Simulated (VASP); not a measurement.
**Ru: single point with PBE**

The system is Ru.

```
CELL_PARAMETERS angstrom
-1.52696 1.52696 1.52696
1.52696 -1.52696 1.52696
1.52696 1.52696 -1.52696
ATOMIC_POSITIONS crystal
Ru 0.00000 0.00000 0.00000
```

```
Program             : VASP 6.6.1
Task                : single point
Functional          : PBE
Potentials or basis : VASP PAW PBE potentials, release 64 (Ru_pv)
Cutoff              : 520 eV
k mesh              : 18 × 18 × 18
Occupations         : fermi-dirac, width 0.05 eV
Spin                : no spin polarisation
```

```json
{
 "Pressure": "-0.3 GPa",
 "Band gap on the k mesh": "zero (band 7 reaches 13.90 eV, above the bottom of band 8 at 10.35 eV)"
}
```

Levels at points of the mesh, in eV from the Fermi level:
```csv
k point,band 4,band 5,band 6,band 7,band 8,band 9,band 10,band 11
"(0.00, 0.00, 0.00)",-7.86,-2.73,-2.73,-2.73,-0.09,-0.09,10.56,17.13
"(0.50, 0.00, 0.00)",-6.01,-4.43,-0.11,0.35,1.18,2.35,9.98,10.56
"(0.50, 0.50, 0.50)",-6.08,-6.08,1.75,1.75,1.75,9.22,9.22,9.22
```

Wall time 11 s on 1 thread of Intel(R) Xeon(R) 6975P-C (Granite Rapids), on a shared host, peak memory 0.15 GiB.
